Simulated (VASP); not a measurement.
The system is ZrO2.

```
CELL_PARAMETERS angstrom
0.00000 2.55790 2.55790
2.55790 0.00000 2.55790
2.55790 2.55790 0.00000
ATOMIC_POSITIONS crystal
Zr 0.00000 0.00000 0.00000
O 0.25000 0.25000 0.25000
O 0.75000 0.75000 0.75000
```

```yaml
Program: VASP 6.6.1
Task: relaxation of cell and atoms
Functional: LDA
Potentials_or_basis: VASP PAW LDA potentials, release 64 (Zr_sv, O)
Cutoff: 600 eV
k_mesh: 8 × 8 × 8
Occupations: gaussian, width 0.02 eV
Spin: no spin polarisation
```

At the start: pressure -12.4 GPa; volume 11.16 Å³/atom.

Q: Where does the relaxation end?

A: Over 4 steps the energy falls by 22.4 meV/atom and the volume is 10.60 Å³/atom (-5.0 %); space group Fm-3m (No. 225, to 0.1 Å) before and after.

The path:
```
step  energy change (eV)  largest force (eV/Å)  pressure (GPa)  volume (Å³)
   1              0.0000                0.0000          -12.38        33.47
   2              0.0994                0.0000           24.34        29.47
   3             -0.0671                0.0000           -0.29        31.84
   4             -0.0671                0.0000           -0.02        31.81
```

Final structure:
```xyz
3
Lattice="0.0000 2.5149 2.5149 2.5149 0.0000 2.5149 2.5149 2.5149 0.0000" Properties=species:S:1:pos:R:3 pbc="T T T"
Zr    2.5149    0.0000    2.5149
O     1.2574    1.2574    1.2574
O     3.7723    3.7723    3.7723
```
